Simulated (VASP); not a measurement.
Wanted: the native input for a VASP 6.6.1 run.

| Quantity | Value |
| --- | --- |
| Task | single point |
| Functional | LDA |
| Potentials or basis | VASP PAW LDA potentials, release 64 (Ga_d, P) |
| Cutoff | 500 eV |
| k mesh | 10 × 10 × 10 |
| Occupations | gaussian, width 0.02 eV |
| Spin | no spin polarisation |
| Dipole correction | no |
| Further INCAR settings | ALGO = Normal; EDIFF = 1e-06; NBANDS = 16 |

The structure of GaP lies in POSCAR:

```
GaP
1.0
    0.0000000000      2.6956512319      2.6956512319
    2.6956512319      0.0000000000      2.6956512319
    2.6956512319      2.6956512319      0.0000000000
Ga P
1 1
Direct
    0.0000000000      0.0000000000      0.0000000000
    0.2500000000      0.2500000000      0.2500000000
```

The input as run:

INCAR

```
SYSTEM = GaP
  PREC = Accurate
  ENCUT = 500
  EDIFF = 1E-6
  ISMEAR = 0
  SIGMA = 0.02
  LREAL = .FALSE.
  LASPH = .TRUE.
  NELM = 120
  ALGO = Normal
  ISIF = 2
  LWAVE = .FALSE.
  LCHARG = .FALSE.
  GGA = CA
  NBANDS = 16
  GGA_COMPAT = .FALSE.
```

KPOINTS

```
regular mesh
0
G
  10 10 10
  0 0 0
```

Potentials or basis: VASP PAW LDA potentials, release 64 (Ga_d, P).

Command:

```bash
$ cat potpaw_LDA.64/Ga_d/POTCAR potpaw_LDA.64/P/POTCAR > POTCAR
$ mpirun -np 1 vasp_std > vasp.out
```

It gave:

```
Pressure               : 0.1 GPa
Band gap on the k mesh : 1.40 eV (least direct gap 1.91 eV)
```

Wall time 51 s on 1 thread of Intel Xeon 8259CL, with other jobs on the host, peak memory 0.15 GiB.
